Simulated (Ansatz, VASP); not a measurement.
PtS2 in VASP and in Ansatz

```
CELL_PARAMETERS angstrom
3.54153 0.00000 0.00000
-1.77076 3.06705 0.00000
0.00000 0.00000 22.46706
ATOMIC_POSITIONS crystal
S 0.66667 0.33333 0.20029
S 0.33333 0.66667 0.31083
S 0.83333 0.66667 0.46484
S 0.50000 0.00000 0.57538
Pt 0.00000 0.00000 0.25556
Pt 0.16667 0.33333 0.52011
```

Alike in both runs: task single point; functional PBE; dispersion D3(BJ); k mesh 9 × 9 × 1; occupations gaussian, width 0.05 eV; no spin polarisation.

|  | VASP | Ansatz |
| --- | --- | --- |
| version | VASP 6.6.1 | Ansatz 0.2.0 |
| potentials or method | VASP PAW PBE potentials, release 64 (S, Pt), cutoff 520 eV | scalar-relativistic, plane waves, PAW |
| valence electrons in the cell | 44 | 60 |

|  | VASP | Ansatz | Ansatz less VASP |
| --- | --- | --- | --- |
| gap on the k mesh at the Fermi level (eV) | 1.46 | 1.45 | -0.007 |
| least direct gap on the mesh (eV) | 1.56 | 1.55 | -0.007 |
| rms of the force components (eV/Å) | 0.028 | 0.030 | +0.0018 |

VASP's potentials hold 44 valence electrons a cell and Ansatz's 60, so a difference there can come from the potentials and not from the codes.

Neither program's run includes spin-orbit coupling.
